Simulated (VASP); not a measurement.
A run of VASP 6.6.1 is set up as follows.

The input POSCAR:

```
CoSi
1.0
    0.0000000000      1.8969273970      1.8969273970
    1.8969273970      0.0000000000      1.8969273970
    1.8969273970      1.8969273970      0.0000000000
Co Si
1 1
Direct
    0.0000000000      0.0000000000      0.0000000000
    0.5000000000      0.5000000000      0.5000000000
```

File INCAR.step1:

```
PREC = Accurate ; ENCUT = 660
ISMEAR = -1 ; SIGMA = 0.1
LREAL = False ; LASPH = True
NELM = 120 ; NBANDS = 14
GGA = PE ; ALGO = Normal
EDIFF = 1E-5 ; LWAVE = True
LCHARG = False ; GGA_COMPAT = False
```

Contents of INCAR.step2:

```
PREC = Accurate ; ENCUT = 660
EDIFF = 1E-6 ; ISMEAR = -1
SIGMA = 0.1 ; LREAL = False
LASPH = True ; NELM = 120
ALGO = Normal ; ISIF = 2
LWAVE = False ; LCHARG = False
METAGGA = R2SCAN ; LMIXTAU = True
NBANDS = 14 ; ISTART = 1
GGA_COMPAT = False
```

The input KPOINTS:

```
regular mesh
0
Gamma
  14 14 14
```

Potentials or basis: VASP PAW PBE potentials, release 64 (Co, Si).

The run is started by

```bash
$ cat potpaw_PBE.64/Co/POTCAR potpaw_PBE.64/Si/POTCAR > POTCAR
$ cp INCAR.step1 INCAR
$ mpirun -np 1 vasp_std > vasp.out
$ cp INCAR.step2 INCAR
$ mpirun -np 1 vasp_std > vasp.out
```

(1) What does it give for the pressure?

## Answers

(1) 368.7 GPa.

Caveat: the PAW data sets were made with another functional, which shifts forces and pressure a little.
